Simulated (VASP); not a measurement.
Wanted: the native input for a VASP 6.6.1 run.

```
Task                   : single point
Functional             : PBE
Potentials or basis    : VASP PAW PBE potentials, release 64 (Sr_sv, In_d, O)
Cutoff                 : 600 eV
k mesh                 : 4 × 4 × 4
Occupations            : gaussian, width 0.1 eV
Spin                   : collinear spin, ferromagnetic start
Starting moments       : [0.0, 0.0, 0.0, 0.0, 0.0, 1.0, 1.0, 1.0] μB
Dipole correction      : no
Further INCAR settings : ALGO = Normal; EDIFF = 1e-06; NBANDS = 54
```

The structure of SrIn4O3 lies in POSCAR:

```
SrIn4O3
1.0
   -3.4505943650      3.4505943650      3.4505943650
    3.4505943650     -3.4505943650      3.4505943650
    3.4505943650      3.4505943650     -3.4505943650
Sr In O
1 4 3
Direct
    0.0000000000      0.0000000000      0.0000000000
    0.5000000000      0.5000000000      0.5000000000
    0.0000000000      0.0000000000      0.5000000000
    0.0000000000      0.5000000000      0.0000000000
    0.5000000000      0.0000000000      0.0000000000
    0.0000000000      0.5000000000      0.5000000000
    0.5000000000      0.0000000000      0.5000000000
    0.5000000000      0.5000000000      0.0000000000
```

The cell was generated, and may not be a known phase.

The input as run:

INCAR

```
SYSTEM = SrIn4O3
ALGO     = Normal         ! electronic algorithm
EDIFF    = 1E-6           ! SCF threshold, eV
ENCUT    = 600            ! plane-wave cutoff, eV
GGA      = PE             ! functional
GGA_COMPAT= .FALSE.      
ISIF     = 2              ! what is computed and relaxed
ISMEAR   = 0              ! smearing method
ISPIN    = 2              ! spin polarisation
LASPH    = .TRUE.         ! aspherical terms in the spheres
LCHARG   = .TRUE.         ! write CHGCAR
LELF     = .TRUE.         ! ELF
LORBIT   = 11             ! projections on sites
LREAL    = .FALSE.        ! projectors in reciprocal space
LVHAR    = .TRUE.       
LWAVE    = .FALSE.        ! write WAVECAR
MAGMOM   = 0 0 0 0 0 1 1 1 ! initial moments
NBANDS   = 54             ! bands
NELM     = 200            ! most SCF steps
PREC     = Accurate       ! precision mode
SIGMA    = 0.1            ! smearing width, eV
```

KPOINTS

```
k-points
0
G
  4 4 4
  0 0 0
```

Potentials or basis: VASP PAW PBE potentials, release 64 (Sr_sv, In_d, O).

Command:

```sh
$ cat potpaw_PBE.64/Sr_sv/POTCAR potpaw_PBE.64/In_d/POTCAR potpaw_PBE.64/O/POTCAR > POTCAR
$ mpirun -np 1 vasp_std > vasp.out
```

Results of the run:

```json
{"Pressure": "-0.4 GPa", "Band gap on the k mesh": "zero (filled and empty bands overlap)", "Net moment": "0.00 μB per cell", "Valence electrons inside the program's atomic spheres": "Sr 8.21; In 11.26; O 4.76"}
```

Caveat: spin-orbit coupling is left out, which moves the levels of the heavy elements.

It took 4.6 min on 1 thread of Oxide Virtual Turin-like Processor, on a shared host, peak memory 0.44 GiB.
